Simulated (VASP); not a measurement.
# ZnO (P6_3mc) in VASP: notebook

ZnO is run at these levels: PBEsol; tasks: relaxation of cell and atoms.

Everything below comes from runs of VASP 6.6.1. Logs are shortened: lines on timing, memory, paths and dates and some standing lists are left out, and cuts for length are marked.

## (1) The cell of the first run

The structure is hexagonal, space group P6_3mc (No. 186). Conventional cell: a = 3.230 Å, b = 3.230 Å, c = 5.214 Å, α = 90.00°, β = 90.00°, γ = 120.00°. Within 2.6 Å of Zn (site symmetry 3m) lie 4 O at 1.97 to 1.98 Å. Within 2.6 Å of O (site symmetry 3m) lie 4 Zn at 1.97 to 1.98 Å.

## (2) Relaxation of cell and atoms, PBEsol, target pressure 2 GPa, at which the enthalpy is minimised

Contents of INCAR:

```
  ALGO = Normal
  EDIFF = 1E-7
  EDIFFG = -0.002
  ENCUT = 600
  GGA = PS
  IBRION = 2
  ISIF = 3
  ISMEAR = 0
  LASPH = T
  LCHARG = F
  LREAL = F
  LWAVE = F
  NELM = 60
  NSW = 100
  PREC = Accurate
  PSTRESS = 20.0
  SIGMA = 0.01
```

Contents of KPOINTS:

```
k-points
0
Gamma
  8 8 4
```

Contents of POSCAR:

```
ZnO
1.0
    3.2299990317      0.0000000000      0.0000000000
   -1.6149995159      2.7972612157      0.0000000000
    0.0000000000      0.0000000000      5.2143592997
Zn O
2 2
Direct
    0.3333333333      0.6666666667      0.5000410921
    0.6666666667      0.3333333333      0.0000410921
    0.6666666667      0.3333333333      0.3789689079
    0.3333333333      0.6666666667      0.8789689079
```

Potentials or basis: VASP PAW PBE potentials, release 64 (Zn, O).

Launch:

```bash
cat potpaw_PBE.64/Zn/POTCAR potpaw_PBE.64/O/POTCAR > POTCAR
mpirun -np 1 vasp_std > vasp.out
```

OUTCAR:

```text
EDIFF = 1E-7
   EDIFFG = -0.002
   ENCUT = 600
   GGA = PS
   IBRION = 2
   ISIF = 3
   ISMEAR = 0
   LASPH = T
   LREAL = F
   NELM = 60
   NSW = 100
   PREC = Accurate
   PSTRESS = 20.0

 ion  position               nearest neighbor table
   1  0.333  0.667  0.500-   3 1.97   3 1.97   3 1.97   4 1.98
   2  0.667  0.333  0.000-   4 1.97   4 1.97   4 1.97   3 1.98
   3  0.667  0.333  0.379-   1 1.97   1 1.97   1 1.97   2 1.98
   4  0.333  0.667  0.879-   2 1.97   2 1.97   2 1.97   1 1.98

  LATTYP: Found a hexagonal cell.
 ALAT       =     3.2299990317
 C/A-ratio  =     1.6143532083

  Lattice vectors:

 A1 = (   3.2299990317,   0.0000000000,   0.0000000000)
 A2 = (  -1.6149995159,   2.7972612157,   0.0000000000)
 A3 = (   0.0000000000,   0.0000000000,   5.2143592997)

Analysis of symmetry for initial positions (statically):
=====================================================================
 Subroutine PRICEL returns:
 Original cell was already a primitive cell.

 Routine SETGRP: Setting up the symmetry group for a
 hexagonal supercell.

 Subroutine GETGRP returns: Found 12 space group operations
 (whereof  6 operations were pure point group operations)
 out of a pool of 24 trial point group operations.

The static configuration has the point symmetry C_3v.
 The point group associated with its full space group is C_6v.

Analysis of symmetry for dynamics (positions and initial velocities):
=====================================================================
 Subroutine PRICEL returns:
 Original cell was already a primitive cell.

 Routine SETGRP: Setting up the symmetry group for a
 hexagonal supercell.

 Subroutine GETGRP returns: Found 12 space group operations
 (whereof  6 operations were pure point group operations)
 out of a pool of 24 trial point group operations.

The dynamic configuration has the point symmetry C_3v.
 The point group associated with its full space group is C_6v.

 Subroutine INISYM returns: Found 12 space group operations
 (whereof  6 operations are pure point group operations),
 and found     1 'primitive' translations

----------------------------------------------------------------------------------------

                                     Primitive cell

  volume of cell :      47.1125

  direct lattice vectors                    reciprocal lattice vectors
     3.229999032  0.000000000  0.000000000     0.309597616  0.178746267  0.000000000
    -1.614999516  2.797261216  0.000000000     0.000000000  0.357492534  0.000000000
     0.000000000  0.000000000  5.214359300     0.000000000  0.000000000  0.191778115

  length of vectors
     3.229999032  3.229999032  5.214359300     0.357492534  0.357492534  0.191778115

  position of ions in fractional coordinates (direct lattice)
     0.333333333  0.666666667  0.500041092
     0.666666667  0.333333333  0.000041092
     0.666666667  0.333333333  0.378968908
     0.333333333  0.666666667  0.878968908

  ion indices of the primitive-cell ions
   primitive index   ion index
                 1           1
                 2           2
                 3           3
                 4           4

----------------------------------------------------------------------------------------

 KPOINTS: k-points

Automatic generation of k-mesh.
 Grid dimensions read from file:
 generate k-points for:    8    8    4

 Generating k-lattice:

  Cartesian coordinates                     Fractional coordinates (reciprocal lattice)
     0.038699702  0.022343283  0.000000000     0.125000000  0.000000000  0.000000000
     0.000000000  0.044686567  0.000000000     0.000000000  0.125000000  0.000000000
     0.000000000  0.000000000  0.047944529     0.000000000  0.000000000  0.250000000

  Length of vectors
     0.044686567  0.044686567  0.047944529

  Shift w.r.t. Gamma in fractional coordinates (k-lattice)
     0.000000000  0.000000000  0.000000000

 Subroutine IBZKPT returns following result:
 ===========================================

 Found     30 irreducible k-points:

 Following reciprocal coordinates:
            Coordinates               Weight
  0.000000  0.000000  0.000000      1.000000
  0.125000 -0.000000  0.000000      6.000000
  0.250000 -0.000000  0.000000      6.000000
  0.375000 -0.000000  0.000000      6.000000
  0.500000 -0.000000  0.000000      3.000000
  0.125000  0.125000  0.000000      6.000000
[... 16 lines left out ...]
  0.250000 -0.000000  0.500000      6.000000
  0.375000 -0.000000  0.500000      6.000000
 [... further k-points ...]
   k-points           NKPTS =     30   k-points in BZ     NKDIM =     30   number of bands    NBANDS=     22
   number of dos      NEDOS =    301   number of ions     NIONS =      4
   total plane-waves  NPLWV =  32928
   dimension x,y,z NGX =    28 NGY =   28 NGZ =   42
   dimension x,y,z NGXF=    56 NGYF=   56 NGZF=   84
   ions per type =               2   2
   NGX,Y,Z   is equivalent  to a cutoff of  14.41, 14.41, 13.39 a.u.
   NGXF,Y,Z  is equivalent  to a cutoff of  28.82, 28.82, 26.78 a.u.
 SYSTEM =  unknown system
   PREC   = accura    normal or accurate (medium, high low for compatibility)
   ISTART =      0    job   : 0-new  1-cont  2-samecut
   ICHARG =      2    charge: 1-file 2-atom 10-const
   ISPIN  =      1    spin polarized calculation?
   LNONCOLLINEAR =      F non collinear calculations
   LSORBIT =      F    spin-orbit coupling
   LASPH  =      T    aspherical Exc in radial PAW
   ENCUT  =  600.0 eV  44.10 Ry    6.64 a.u.   6.45  6.45 10.41*2*pi/ulx,y,z
   NELM   =     60;   NELMIN=  2; NELMDL= -5     # of ELM steps
   EDIFF  = 0.1E-06   stopping-criterion for ELM
   LREAL  =      F    real-space projection
   EDIFFG = -.2E-02   stopping-criterion for IOM
   NSW    =    100    number of steps for IOM
   IBRION =      2    ionic relax: 0-MD 1-quasi-New 2-CG
   NFREE  =      1    steps in history (QN), initial steepest desc. (CG)
   ISIF   =      3    stress and relaxation
   ISYM   =      2    0-nonsym 1-usesym 2-fastsym
   POTIM  = 0.5000    time-step for ionic-motion
   TEBEG  =    0.0;   TEEND  =   0.0 temperature during run
   PSTRESS=   20.0 pullay stress
   NELECT =      36.0000    total number of electrons
   NUPDOWN=      -1.0000    fix difference up-down
   EMIN   =  10.00;   EMAX   =-10.00  energy-range for DOS
   EFERMI =   0.00;   METHOD = LEGACY
   ISMEAR =     0;   SIGMA  =   0.01  broadening in eV -4-tet -1-fermi 0-gaus
   EFERMI_NEDOS =   21; number of points for ismear=-14 and -15
   IALGO  =     38    algorithm
   IMIX   =      4    mixing-type and parameters
     AMIX     =   0.40;   BMIX     =  1.00
     AMIX_MAG =   1.60;   BMIX_MAG =  1.00
  volume/ion in A,a.u.               =      11.78        79.48
  Fermi-wavevector in a.u.,A,eV,Ry     =   1.496684  2.828323 30.477920  2.240064
  Thomas-Fermi vector in A             =   2.608669
   LORBIT       =      0    0 simple, 1 ext, 2 COOP (PROOUT), +10 PAW based schemes
   GGA     = PS    functional components
   LHFCALC =     F    Hartree Fock is set to
   AEXX    =    0.0000 exact exchange contribution
   IVDW    =     0    specifies the selected vdW correction
   LEPSILON=     F    determine dielectric tensor
   LRPA    =     F    only Hartree local field effects (RPA)
 conjugate gradient relaxation of ions
 non-spin polarized calculation
 Gauss-broadening in eV      SIGMA  =   0.01
  energy-cutoff  :      600.00
  volume of cell :       47.11
 maximum number of plane-waves:      1592
 NGX is ok and might be reduce to    28
   NGX = 13   NGY = 13   NGZ = 21

--------------------------------------- Ionic step        1  -------------------------------------------

 number of electron      36.0000008 magnetization

 Free energy of the ion-electron system (eV)
  ---------------------------------------------------
  ext. energy  EPLUGINS =         0.00000000
  ---------------------------------------------------
  free energy    TOTEN  =       -19.41358567 eV

  energy without entropy =      -19.41358567  energy(sigma->0) =      -19.41358567

------------------------ aborting loop because EDIFF is reached ----------------------------------------

  FORCE on cell =-STRESS in cart. coord.  units (eV):
  Direction    XX          YY          ZZ          XY          YZ          ZX
  --------------------------------------------------------------------------------------
  -------------------------------------------------------------------------------------
  Total        0.2507413      0.2507413      0.2510010     -0.0000000      0.0000000      0.0000000
  in kB        8.5270764      8.5270764      8.5359063     -0.0000000      0.0000000      0.0000000
  external PRESSURE =     -11.4699803 kB  Pullay stress =      20.0000000 kB

 VOLUME and BASIS-vectors are now :
 -----------------------------------------------------------------------------
  energy-cutoff  :      600.00
  volume of cell :       47.11
      direct lattice vectors                 reciprocal lattice vectors
     3.229999032  0.000000000  0.000000000     0.309597616  0.178746267  0.000000000
    -1.614999516  2.797261216  0.000000000     0.000000000  0.357492534  0.000000000
     0.000000000  0.000000000  5.214359300     0.000000000  0.000000000  0.191778115
[... 50 lines left out ...]
  FREE ENERGIE OF THE ION-ELECTRON SYSTEM (eV)
  ---------------------------------------------------
  free  energy   TOTEN  =       -19.4073609576 eV

  energy  without entropy=      -19.4073609576  energy(sigma->0) =      -19.40736096

  enthalpy is  TOTEN    =       -18.8264024664 eV   P V=        0.5809584912

--------------------------------------- Ionic step        3  -------------------------------------------

 number of electron      36.0000005 magnetization

 Free energy of the ion-electron system (eV)
  ---------------------------------------------------
  ext. energy  EPLUGINS =         0.00000000
  ---------------------------------------------------
  free energy    TOTEN  =       -19.41032385 eV

  energy without entropy =      -19.41032385  energy(sigma->0) =      -19.41032385

 E-fermi :   1.3212     XC(G=0): -11.2834

 val. band max:        1.2197238308   @ k =   0.0000   0.0000   0.0000
 cond. band min:       1.9213256604   @ k =   0.0000   0.0000   0.0000
 fundamental gap:      0.7016018296
 Fermi energy:         1.3211517292

 k-point     1 :       0.0000    0.0000    0.0000
  band No.  band energies     occupation
      1     -16.9767      2.00000
      2     -16.2087      2.00000
      3      -4.6544      2.00000
      4      -4.5900      2.00000
      5      -4.5900      2.00000
      6      -4.5461      2.00000
[... 14 lines left out ...]
     21       9.3457      0.00000
     22      14.0937      0.00000
[... 552 lines left out ...]
  band No.  band energies     occupation
      1     -16.1916      2.00000
      2     -16.1916      2.00000
      3      -5.0698      2.00000
      4      -5.0698      2.00000
      5      -4.1500      2.00000
      6      -4.1500      2.00000
[... 14 lines left out ...]
     21       9.9207      0.00000
     22       9.9207      0.00000

 [... further k-points ...]

------------------------ aborting loop because EDIFF is reached ----------------------------------------

  FORCE on cell =-STRESS in cart. coord.  units (eV):
  Direction    XX          YY          ZZ          XY          YZ          ZX
  --------------------------------------------------------------------------------------
  -------------------------------------------------------------------------------------
  Total        0.5863129      0.5863129      0.5855835     -0.0000000      0.0000000      0.0000000
  in kB       20.0969010     20.0969010     20.0718981     -0.0000000      0.0000000      0.0000000
  external PRESSURE =       0.0885667 kB  Pullay stress =      20.0000000 kB

 VOLUME and BASIS-vectors are now :
 -----------------------------------------------------------------------------
  energy-cutoff  :      600.00
  volume of cell :       46.74
      direct lattice vectors                 reciprocal lattice vectors
     3.221515985 -0.000000000  0.000000000     0.310412863  0.179216950 -0.000000000
    -1.610757993  2.789914682  0.000000000     0.000000000  0.358433900 -0.000000000
     0.000000000  0.000000000  5.200675207     0.000000000  0.000000000  0.192282725

 POSITION                                       TOTAL-FORCE (eV/Angst)
 -----------------------------------------------------------------------------------
     -0.00000      1.85994      2.60057         0.000000      0.000000      0.000788
      1.61076      0.92997      0.00023        -0.000000      0.000000      0.000788
      1.61076      0.92997      1.97088         0.000000     -0.000000     -0.000788
     -0.00000      1.85994      4.57121        -0.000000     -0.000000     -0.000788
 -----------------------------------------------------------------------------------
    total drift:                               -0.000000     -0.000000     -0.000743

  FREE ENERGIE OF THE ION-ELECTRON SYSTEM (eV)
  ---------------------------------------------------
  free  energy   TOTEN  =       -19.4103238460 eV

  energy  without entropy=      -19.4103238460  energy(sigma->0) =      -19.41032385

  enthalpy is  TOTEN    =       -18.8268379559 eV   P V=        0.5834858901

 reached required accuracy - stopping structural energy minimisation
```

It took 59 s on 1 thread of Intel Xeon Platinum 8559C (Emerald Rapids), shared host; peak memory 0.19 GiB.

What came out:

```yaml
Free_energy: -19.4103 eV
Relaxed_volume: 11.69 Å³/atom
Relaxed_cell: a = 3.222 Å, b = 3.222 Å, c = 5.201 Å, α = 90.00°, β = 90.00°, γ = 120.00°
Space_group_after_relaxing_to_0.1_Å: P6_3mc (No. 186)
Energy_change_on_relaxing_the_run_minimises_the_enthalpy: +0.8 meV/atom
Ionic_steps: 3
Pressure_after_relaxing: 2.0 GPa
Band_gap_on_the_k_mesh: 0.70 eV
```

The path:
```tsv
step	energy change (eV)	largest force (eV/Å)	pressure (GPa)	volume (Å³)
1	0.0000	0.0006	0.85	47.11
2	0.0062	0.0009	2.68	46.54
3	0.0033	0.0008	2.01	46.74
```

Final structure:
```cif
data_structure
_symmetry_space_group_name_H-M 'P 1'
_symmetry_Int_Tables_number 1
_cell_length_a 3.2215
_cell_length_b 3.2215
_cell_length_c 5.2007
_cell_angle_alpha 90.000
_cell_angle_beta 90.000
_cell_angle_gamma 120.000
_cell_volume 46.74
loop_
_atom_site_label
_atom_site_type_symbol
_atom_site_fract_x
_atom_site_fract_y
_atom_site_fract_z
_atom_site_occupancy
Zn1 Zn 0.33333 0.66667 0.50004 1
Zn2 Zn 0.66667 0.33333 0.00004 1
O1 O 0.66667 0.33333 0.37897 1
O2 O 0.33333 0.66667 0.87897 1
```

Levels at points of the mesh, in eV from the valence-band top:
```
           k point  band 16  band 17  band 18  band 19  band 20  band 21
(0.00, 0.00, 0.00)    -0.10     0.00     0.00     0.70     5.18     8.13
(0.50, 0.00, 0.00)    -2.34    -1.34    -0.87     5.76     6.73     7.44
(0.00, 0.00, 0.50)    -0.41    -0.41    -0.41     3.40     3.40     9.99
(0.50, 0.00, 0.50)    -1.56    -1.43    -1.43     5.59     5.59     8.45
```

Caveat: the cell is relaxed towards a set pressure, so the run minimises the enthalpy, not the energy; semilocal functionals underestimate gaps, and a narrow one can read as zero; the PAW data sets were made with another functional, which shifts forces and pressure a little.

## (3) Relaxation of cell and atoms, PBEsol, target pressure 4 GPa, at which the enthalpy is minimised

Contents of INCAR:

```
SYSTEM = ZnO
PREC     = Accurate       ! precision mode
ENCUT    = 600            ! plane-wave cutoff, eV
EDIFF    = 1E-7           ! SCF threshold, eV
ISMEAR   = 0              ! smearing method
SIGMA    = 0.01           ! smearing width, eV
LREAL    = .FALSE.        ! projectors in reciprocal space
LASPH    = .TRUE.         ! aspherical terms in the spheres
NELM     = 60             ! most SCF steps
ALGO     = Normal         ! electronic algorithm
ISIF     = 3              ! what is computed and relaxed
LWAVE    = .FALSE.        ! write WAVECAR
LCHARG   = .FALSE.        ! write CHGCAR
GGA      = PS             ! functional
IBRION   = 2              ! ionic algorithm
NSW      = 100            ! ionic steps
EDIFFG   = -0.002         ! ionic threshold
PSTRESS  = 40.0
```

Contents of KPOINTS:

```
regular mesh
0
G
  8 8 4
  0 0 0
```

POSCAR is that of step 2.

Potentials or basis: VASP PAW PBE potentials, release 64 (Zn, O).

Launch:

```bash
cat potpaw_PBE.64/Zn/POTCAR potpaw_PBE.64/O/POTCAR > POTCAR
mpirun -np 1 vasp_std > vasp.out
```

It took 68 s on 1 thread of Intel Xeon Platinum 8559C (Emerald Rapids), shared host; peak memory 0.2 GiB.

The run converged. Its results:

```
Free energy                                                : -19.3993 eV
Relaxed volume                                             : 11.54 Å³/atom
Relaxed cell                                               : a = 3.208 Å, b = 3.208 Å, c = 5.179 Å, α = 90.00°, β = 90.00°, γ = 120.00°
Space group after relaxing (to 0.1 Å)                      : P6_3mc (No. 186)
Energy change on relaxing (the run minimises the enthalpy) : +3.6 meV/atom
Ionic steps                                                : 3
Pressure after relaxing                                    : 4.0 GPa
Band gap on the k mesh                                     : 0.72 eV
```

The path:
```csv
step,energy change (eV),largest force (eV/Å),pressure (GPa),volume (Å³)
1,0.0000,0.0006,0.85,47.11
2,0.0334,0.0023,6.19,45.55
3,0.0143,0.0015,4.00,46.15
```

Final structure:
```
Zn O
1.0
     3.20796    0.00000    0.00000
    -1.60398    2.77817    0.00000
     0.00000    0.00000    5.17879
Zn O
2 2
Direct
  0.33333 0.66667 0.50004
  0.66667 0.33333 0.00004
  0.66667 0.33333 0.37897
  0.33333 0.66667 0.87897
```

Levels at points of the mesh, in eV from the valence-band top:
| k point | band 15 | band 16 | band 17 | band 18 | band 19 | band 20 | band 21 | band 22 |
| --- | --- | --- | --- | --- | --- | --- | --- | --- |
| (0.00, 0.00, 0.00) | -0.84 | -0.10 | 0.00 | 0.00 | 0.72 | 5.23 | 8.17 | 12.94 |
| (0.50, 0.00, 0.00) | -2.95 | -2.39 | -1.36 | -0.89 | 5.81 | 6.75 | 7.45 | 8.65 |
| (0.00, 0.00, 0.50) | -0.41 | -0.41 | -0.41 | -0.41 | 3.43 | 3.43 | 10.04 | 10.04 |
| (0.50, 0.00, 0.50) | -1.59 | -1.59 | -1.45 | -1.45 | 5.61 | 5.61 | 8.52 | 8.52 |

Caveat: the cell is relaxed towards a set pressure, so the run minimises the enthalpy, not the energy; semilocal functionals underestimate gaps, and a narrow one can read as zero; the PAW data sets were made with another functional, which shifts forces and pressure a little.

(Continued in part 2 of 2.)
